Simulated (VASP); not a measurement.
Wanted: the native input for a VASP 6.6.1 run.

```
Task                   : relaxation of cell and atoms
Functional             : PBE
Potentials or basis    : VASP PAW PBE potentials, release 64 (Al, Ta_pv)
Cutoff                 : 600 eV
k mesh                 : 2 × 2 × 2, shifted
Occupations            : gaussian, width 0.1 eV
Spin                   : no spin polarisation
Dipole correction      : no
Further INCAR settings : LREAL = Auto; ALGO = Fast; EDIFF = 1e-06; ISYM = 0; IBRION = 2; EDIFFG = -0.04; NSW = 70; ISIF = 3
```

The structure of Ta9Al lies in POSCAR:

```
Ta9Al
1.0
   -4.9638729300      4.9638729300     -1.6546243100
   -4.9638729300     -1.6546243100      4.9638729300
    1.6546243100      4.9638729300      4.9638729300
Al Ta
2 18
Direct
    0.2025006570      0.1950523811      0.1946959776
    0.7019111803      0.2003061421      0.6997465952
    0.0000002877      0.9994237210      0.0046160177
    0.4946405460      0.5038699974      0.0002034994
    0.6008467762      0.0950008153      0.1048069740
    0.1018544348      0.5956210255      0.1013542745
    0.7001610977      0.7004539357      0.2015309096
    0.8011896664      0.2981102658      0.2999435827
    0.2953259506      0.8029884275      0.2970950324
    0.3999509710      0.3997584223      0.3988407170
    0.5005241094      0.9975513181      0.4987744233
    0.0010122609      0.4999499785      0.5040500348
    0.1000671550      0.1037335923      0.5949195040
    0.9051014501      0.9041899113      0.4017739685
    0.6005194093      0.5990502023      0.5978128195
    0.1971139438      0.7011848300      0.7028503338
    0.3020331519      0.3023540570      0.7980844569
    0.8046341816      0.7993961866      0.7966523741
    0.8982794183      0.4033814753      0.8977142544
    0.3971139048      0.9003962416      0.9011140881
```

These files were run (other wordings do the same):

INCAR

```
  PREC = Accurate
  ENCUT = 600
  EDIFF = 1E-6
  ISMEAR = 0
  SIGMA = 0.1
  LREAL = Auto
  LASPH = True
  NELM = 80
  ALGO = Fast
  ISIF = 3
  LWAVE = False
  LCHARG = False
  GGA = PE
  IBRION = 2
  NSW = 70
  EDIFFG = -0.04
  ISYM = 0
```

KPOINTS

```
Automatic mesh
0
Gamma
  2 2 2
  0.5 0.5 0.5
```

Potentials or basis: VASP PAW PBE potentials, release 64 (Al, Ta_pv).

Run with:

```bash
$ cat potpaw_PBE.64/Al/POTCAR potpaw_PBE.64/Ta_pv/POTCAR > POTCAR
$ mpirun -np 1 vasp_std > vasp.out
```

Results of the run:

The relaxed volume is 18.01 Å³/atom, the relaxed cell is a = 7.229 Å, b = 7.180 Å, c = 7.231 Å, α = 80.45°, β = 79.31°, γ = 80.48° and the space group after relaxing (to 0.1 Å) is P2/m (No. 10). The energy gained by relaxing is 12.4 meV/atom and the ionic steps are 11. The pressure after relaxing is 0.2 GPa and the largest force after relaxing is 0.039 eV/Å. The band gap on the k mesh is zero (bands 102 and 103 overlap by 0.01 eV).

Caveat: the k points lie up to 0.45 Å⁻¹ apart in the final cell; spin-orbit coupling is left out, which moves the levels of the heavy elements.

Wall time 43 min on 1 thread of Intel(R) Xeon(R) Platinum 8375C CPU @ 2.90GHz (Ice Lake), on a shared host, peak memory 0.64 GiB.
